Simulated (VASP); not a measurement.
# NbTe (zincblende type) (F-43m) in VASP: a series of runs

Runs on NbTe (zincblende type). Level: LDA. Tasks: single point.

All numbers are computed with VASP 6.6.1; they aren't measurements. Logs are shortened: lines on timing, memory, paths and dates and some standing lists are left out, and cuts for length are marked.

## Step 1: The cell of the first run

The structure is cubic, space group F-43m (No. 216). The conventional cell has a = 4.650 Å, b = 4.650 Å, c = 4.650 Å, α = 90.00°, β = 90.00°, γ = 90.00°. Within 2.7 Å of Nb (site symmetry -43m) lie 4 Te at 2.01 Å. Te (site symmetry -43m) has 4 Nb at 2.01 Å within 2.7 Å.

## Step 2: Single point, LDA (volume scaled by 0.43, level accurate)

INCAR

```
PREC = Accurate
ENCUT = 520
EDIFF = 1E-6
ISMEAR = -1
SIGMA = 0.1
LREAL = False
LASPH = True
NELM = 80
ALGO = Normal
ISIF = 2
LWAVE = False
LCHARG = True
LELF = True
LVHAR = True
NBANDS = 16
```

KPOINTS

```
Automatic mesh
0
Gamma
  12 12 12
```

POSCAR

```
NbTe
1.0
    0.0000000000      2.3249643116      2.3249643116
    2.3249643116      0.0000000000      2.3249643116
    2.3249643116      2.3249643116      0.0000000000
Nb Te
1 1
Direct
    0.0000000000      0.0000000000      0.0000000000
    0.2500000000      0.2500000000      0.2500000000
```

Potentials or basis: VASP PAW LDA potentials, release 64 (Nb_sv, Te).

Launch:

```sh
$ cat potpaw_LDA.64/Nb_sv/POTCAR potpaw_LDA.64/Te/POTCAR > POTCAR
$ mpirun -np 1 vasp_std > vasp.out
```

OUTCAR:

```text
PREC = Accurate
   ENCUT = 520
   EDIFF = 1E-6
   ISMEAR = -1
   LREAL = False
   LASPH = True
   NELM = 80
   ISIF = 2

 ion  position               nearest neighbor table
   1  0.000  0.000  0.000-   2 2.01   2 2.01   2 2.01   2 2.01
   2  0.250  0.250  0.250-   1 2.01   1 2.01   1 2.01   1 2.01

  LATTYP: Found a face centered cubic cell.
 ALAT       =     4.6499286232

  Lattice vectors:

 A1 = (   0.0000000000,   2.3249643116,   2.3249643116)
 A2 = (   2.3249643116,   0.0000000000,   2.3249643116)
 A3 = (   2.3249643116,   2.3249643116,   0.0000000000)

Analysis of symmetry for initial positions (statically):
=====================================================================
 Subroutine PRICEL returns:
 Original cell was already a primitive cell.

 Routine SETGRP: Setting up the symmetry group for a
 face centered cubic supercell.

 Subroutine GETGRP returns: Found 24 space group operations
 (whereof 24 operations were pure point group operations)
 out of a pool of 48 trial point group operations.

The static configuration has the point symmetry T_d .

Analysis of symmetry for dynamics (positions and initial velocities):
=====================================================================
 Subroutine PRICEL returns:
 Original cell was already a primitive cell.

 Routine SETGRP: Setting up the symmetry group for a
 face centered cubic supercell.

 Subroutine GETGRP returns: Found 24 space group operations
 (whereof 24 operations were pure point group operations)
 out of a pool of 48 trial point group operations.

The dynamic configuration has the point symmetry T_d .

 Subroutine INISYM returns: Found 24 space group operations
 (whereof 24 operations are pure point group operations),
 and found     1 'primitive' translations

----------------------------------------------------------------------------------------

                                     Primitive cell

  volume of cell :      25.1350

  direct lattice vectors                    reciprocal lattice vectors
     0.000000000  2.324964312  2.324964312    -0.215057065  0.215057065  0.215057065
     2.324964312  0.000000000  2.324964312     0.215057065 -0.215057065  0.215057065
     2.324964312  2.324964312  0.000000000     0.215057065  0.215057065 -0.215057065

  length of vectors
     3.287996061  3.287996061  3.287996061     0.372489762  0.372489762  0.372489762

  position of ions in fractional coordinates (direct lattice)
[... 72 lines left out ...]
   ICHARG =      2    charge: 1-file 2-atom 10-const
   ISPIN  =      1    spin polarized calculation?
   LNONCOLLINEAR =      F non collinear calculations
   LSORBIT =      F    spin-orbit coupling
   LASPH  =      T    aspherical Exc in radial PAW
   ENCUT  =  520.0 eV  38.22 Ry    6.18 a.u.   6.11  6.11  6.11*2*pi/ulx,y,z
   NELM   =     80;   NELMIN=  2; NELMDL= -5     # of ELM steps
   EDIFF  = 0.1E-05   stopping-criterion for ELM
   LREAL  =      F    real-space projection
   EDIFFG = 0.1E-04   stopping-criterion for IOM
   NSW    =      0    number of steps for IOM
   IBRION =     -1    ionic relax: 0-MD 1-quasi-New 2-CG
   NFREE  =      0    steps in history (QN), initial steepest desc. (CG)
   ISIF   =      2    stress and relaxation
   ISYM   =      2    0-nonsym 1-usesym 2-fastsym
   POTIM  = 0.5000    time-step for ionic-motion
   TEBEG  =    0.0;   TEEND  =   0.0 temperature during run
   PSTRESS=    0.0 pullay stress
   NELECT =      19.0000    total number of electrons
   NUPDOWN=      -1.0000    fix difference up-down
   EMIN   =  10.00;   EMAX   =-10.00  energy-range for DOS
   EFERMI =   0.00;   METHOD = LEGACY
   ISMEAR =    -1;   SIGMA  =   0.10  broadening in eV -4-tet -1-fermi 0-gaus
   EFERMI_NEDOS =   21; number of points for ismear=-14 and -15
   IALGO  =     38    algorithm
   IMIX   =      4    mixing-type and parameters
     AMIX     =   0.40;   BMIX     =  1.00
     AMIX_MAG =   1.60;   BMIX_MAG =  1.00
  volume/ion in A,a.u.               =      12.57        84.81
  Fermi-wavevector in a.u.,A,eV,Ry     =   1.491305  2.818157 30.259220  2.223990
  Thomas-Fermi vector in A             =   2.603977
   LORBIT       =      0    0 simple, 1 ext, 2 COOP (PROOUT), +10 PAW based schemes
   GGA     = CA    functional components
   LHFCALC =     F    Hartree Fock is set to
   AEXX    =    0.0000 exact exchange contribution
   IVDW    =     0    specifies the selected vdW correction
   LEPSILON=     F    determine dielectric tensor
   LRPA    =     F    only Hartree local field effects (RPA)
 non-spin polarized calculation
  energy-cutoff  :      520.00
  volume of cell :       25.13
 maximum number of plane-waves:       692
   NGX = 13   NGY = 13   NGZ = 13

 number of electron      19.0000001 magnetization

 Free energy of the ion-electron system (eV)
  ---------------------------------------------------
  ext. energy  EPLUGINS =         0.00000000
  ---------------------------------------------------
  free energy    TOTEN  =         5.88221739 eV

  energy without entropy =        5.93661811  energy(sigma->0) =        5.90941775

 E-fermi :  19.7561     XC(G=0): -14.0074

 val. band max:       19.7492126949   @ k =   0.5000   0.3333   0.0000
 cond. band min:      19.7634922478   @ k =  -0.2500   0.1667   0.0000
 fundamental gap:      0.0142795528
 Fermi energy:        19.7561342489

 k-point     1 :       0.0000    0.0000    0.0000
  band No.  band energies     occupation
      1     -34.6540      2.00000
      2     -10.9971      2.00000
      3     -10.9971      2.00000
      4     -10.9971      2.00000
      5       4.0551      2.00000
      6      13.1927      2.00000
[... 433 lines left out ...]
      3     -11.4983      2.00000
      4     -11.3117      2.00000
      5       7.4180      2.00000
      6      12.6058      2.00000
[... 8 lines left out ...]
     15      32.9844      0.00000
     16      33.7187      0.00000

 [... further k-points ...]
[... 5 lines left out ...]
  --------------------------------------------------------------------------------------
  -------------------------------------------------------------------------------------
  Total       59.9271642     59.9271642     59.9271642     -0.0000000     -0.0000000      0.0000000
  in kB     3819.9303251   3819.9303251   3819.9303251     -0.0000000     -0.0000000      0.0000000
  external PRESSURE =    3819.9303251 kB  Pullay stress =       0.0000000 kB

 VOLUME and BASIS-vectors are now :
 -----------------------------------------------------------------------------
  energy-cutoff  :      520.00
  volume of cell :       25.13
      direct lattice vectors                 reciprocal lattice vectors
     0.000000000  2.324964312  2.324964312    -0.215057065  0.215057065  0.215057065
     2.324964312  0.000000000  2.324964312     0.215057065 -0.215057065  0.215057065
     2.324964312  2.324964312  0.000000000     0.215057065  0.215057065 -0.215057065

 POSITION                                       TOTAL-FORCE (eV/Angst)
 -----------------------------------------------------------------------------------
      0.00000      0.00000      0.00000        -0.000000     -0.000000     -0.000000
      1.16248      1.16248      1.16248         0.000000      0.000000      0.000000
 -----------------------------------------------------------------------------------
    total drift:                                0.000000      0.000000      0.000000

  FREE ENERGIE OF THE ION-ELECTRON SYSTEM (eV)
  ---------------------------------------------------
  free  energy   TOTEN  =         5.8822173861 eV

  energy  without entropy=        5.9366181086  energy(sigma->0) =        5.90941775
```

OSZICAR:

```text
N       E                     dE             d eps       ncg     rms          rms(c)
DAV:   1     0.214099159833E+03    0.21410E+03   -0.98063E+03  2304   0.118E+03
DAV:   2     0.151888354777E+02   -0.19891E+03   -0.19067E+03  2784   0.425E+02
DAV:   3     0.568808455836E+01   -0.95008E+01   -0.92272E+01  3448   0.825E+01
DAV:   4     0.514880717736E+01   -0.53928E+00   -0.53850E+00  3312   0.188E+01
DAV:   5     0.513566270649E+01   -0.13144E-01   -0.13143E-01  3600   0.282E+00    0.350E+01
DAV:   6     0.571263318625E+01    0.57697E+00   -0.46367E-01  3704   0.607E+00    0.225E+01
DAV:   7     0.587276232658E+01    0.16013E+00   -0.41933E-01  3328   0.374E+00    0.107E+00
DAV:   8     0.588164021471E+01    0.88779E-02   -0.39987E-02  3264   0.199E+00    0.636E-01
DAV:   9     0.588222666668E+01    0.58645E-03   -0.45386E-03  3248   0.630E-01    0.177E-01
DAV:  10     0.588221768126E+01   -0.89854E-05   -0.27086E-04  3400   0.156E-01    0.123E-01
DAV:  11     0.588221738608E+01   -0.29518E-06   -0.95906E-06  3496   0.361E-02
   1 F= 0.58822174E+01 E0= 0.59094177E+01  d E =-.544007E-01
```

stdout:

```text
POSCAR found type information on POSCAR NbTe
 POSCAR found :  2 types and       2 ions
 scaLAPACK will be used
 LDA part: xc-table for (Slater(with rela. corr.)+CA(PZ))
 , standard interpolation
 POSCAR, INCAR and KPOINTS ok, starting setup
 FFT: planning ... GRIDC
 FFT: planning ... GRID_SOFT
 FFT: planning ... GRID
 WAVECAR not read
 entering main loop
```

Wall time 15 s (1 thread of Intel Xeon Platinum 8488C (Sapphire Rapids), shared host); peak memory 0.15 GiB.

Results:

| Item | Value |
| --- | --- |
| Free energy | 5.8822 eV |
| Pressure | 382.0 GPa |

Caveat: spin-orbit coupling is left out, which moves the levels of the heavy elements.

(Part 1 of 2 ends here.)
